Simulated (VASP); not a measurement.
Write the native input for VASP 6.6.1 that does the following.

| Property | Result |
| --- | --- |
| Task | single point |
| Functional | LDA |
| Potentials or basis | VASP PAW LDA potentials, release 64 (Al, Si, O) |
| Cutoff | 520 eV |
| k mesh | 4 × 4 × 4 |
| Occupations | gaussian, width 0.1 eV |
| Spin | no spin polarisation |
| Dipole correction | no |
| Further INCAR settings | LREAL = Auto; ALGO = Normal; EDIFF = 1e-06; NBANDS = 102 |

The structure of Al2SiO5 lies in POSCAR:

```
Al2SiO5
1.0
    7.7600000000      0.0000000000      0.0000000000
    0.0000000000      7.9000000000      0.0000000000
    0.0000000000      0.0000000000      5.5600000000
Al Si O
8 4 20
Direct
    0.0000000000      0.0000000000      0.2500000000
    0.5000000000      0.5000000000      0.2500000000
    0.0000000000      0.0000000000      0.7500000000
    0.5000000000      0.5000000000      0.7500000000
    0.8600000000      0.3600000000      0.0000000000
    0.1400000000      0.6400000000      0.0000000000
    0.3600000000      0.1400000000      0.5000000000
    0.6400000000      0.8600000000      0.5000000000
    0.2800000000      0.2500000000      0.0000000000
    0.7200000000      0.7500000000      0.0000000000
    0.7800000000      0.2500000000      0.5000000000
    0.2200000000      0.7500000000      0.5000000000
    0.0800000000      0.8600000000      0.0000000000
    0.9200000000      0.1400000000      0.0000000000
    0.5800000000      0.6400000000      0.5000000000
    0.4200000000      0.3600000000      0.5000000000
    0.0400000000      0.8300000000      0.5000000000
    0.9600000000      0.1700000000      0.5000000000
    0.5400000000      0.6700000000      0.0000000000
    0.4600000000      0.3300000000      0.0000000000
    0.1400000000      0.4000000000      0.0000000000
    0.8600000000      0.6000000000      0.0000000000
    0.6400000000      0.1000000000      0.5000000000
    0.3600000000      0.9000000000      0.5000000000
    0.2100000000      0.1400000000      0.2500000000
    0.7900000000      0.8600000000      0.2500000000
    0.7100000000      0.3600000000      0.2500000000
    0.2900000000      0.6400000000      0.2500000000
    0.7900000000      0.8600000000      0.7500000000
    0.2100000000      0.1400000000      0.7500000000
    0.2900000000      0.6400000000      0.7500000000
    0.7100000000      0.3600000000      0.7500000000
```

One way to write it, as run:

INCAR

```
  ALGO = Normal
  EDIFF = 1E-6
  ENCUT = 520
  ISIF = 2
  ISMEAR = 0
  LASPH = T
  LCHARG = F
  LREAL = Auto
  LWAVE = F
  NBANDS = 102
  NELM = 100
  PREC = Accurate
  SIGMA = 0.1
```

KPOINTS

```
k-points
0
Gamma
  4 4 4
```

Potentials or basis: VASP PAW LDA potentials, release 64 (Al, Si, O).

Run with:

```sh
$ cat potpaw_LDA.64/Al/POTCAR potpaw_LDA.64/Si/POTCAR potpaw_LDA.64/O/POTCAR > POTCAR
$ mpirun -np 1 vasp_std > vasp.out
```

Results of the run:

| Property | Result |
| --- | --- |
| Pressure | -4.8 GPa |
| Largest force | 7.729 eV/Å |
| Band gap on the k mesh | 3.48 eV |

Caveat: the cell stands under tension; forces of over 1 eV/Å act on the atoms, so gaps and moduli don't describe the material at rest.

Wall time 33 min on 1 thread of Oxide Virtual Turin-like Processor, on a shared host, peak memory 0.65 GiB.
